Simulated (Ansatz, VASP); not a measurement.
# One calculation of W, two programs

POSCAR

```
W
1.0
   -1.6209539130      1.6209539130      1.6209539130
    1.6209539130     -1.6209539130      1.6209539130
    1.6209539130      1.6209539130     -1.6209539130
W
1
Direct
    0.0000000000      0.0000000000      0.0000000000
```

The input INCAR.step1:

```
PREC = Accurate
ENCUT = 520
ISMEAR = 1
SIGMA = 0.05
LREAL = False
LASPH = True
NELM = 80
NBANDS = 13
GGA = PE
ALGO = Normal
EDIFF = 1E-4
LWAVE = True
LCHARG = False
```

The input INCAR.step2:

```
PREC = Accurate
ENCUT = 520
EDIFF = 1E-7
ISMEAR = 1
SIGMA = 0.05
LREAL = False
LASPH = True
NELM = 80
ALGO = Normal
ISIF = 2
LWAVE = False
LCHARG = False
METAGGA = R2SCAN
LMIXTAU = True
NBANDS = 13
ISTART = 1
```

File KPOINTS:

```
Automatic mesh
0
Gamma
  13 13 13
```

Input for Ansatz:

```yaml
crystal:
  lattice:
    - [-1.6209539130174528, 1.6209539130174528, 1.6209539130174528]
    - [1.6209539130174528, -1.6209539130174528, 1.6209539130174528]
    - [1.6209539130174528, 1.6209539130174528, -1.6209539130174528]
  atoms:
    - { symbol: W, position: [0.0, 0.0, 0.0] }
basis:
  ecutwfc: 550.0
kpoints:
  mp_grid:
    grid: [13, 13, 13]
hamiltonian:
  xc: r2scan
  pseudopotentials:
    kind: paw
scf:
  occupations:
    method: cold
    width: 0.05
output:
  stress: true
```

Alike in both runs: task single point; functional r2SCAN; k mesh 13 × 13 × 13; no spin polarisation.

|  | VASP | Ansatz |
| --- | --- | --- |
| version | VASP 6.6.1 | Ansatz 0.2.0 |
| potentials or method | VASP PAW PBE potentials, release 64 (W_sv), cutoff 520 eV | plane waves, PAW |
| occupations | methfessel-paxton of order 1, width 0.05 eV | cold, width 0.05 eV |
| valence electrons in the cell | 14 | 14 |

|  | VASP | Ansatz | Ansatz less VASP |
| --- | --- | --- | --- |
| pressure (GPa) | -18.4 | -19.3 | -0.95 |

VASP's potentials were made for PBE, not for r2SCAN.

Neither program's run includes spin-orbit coupling.
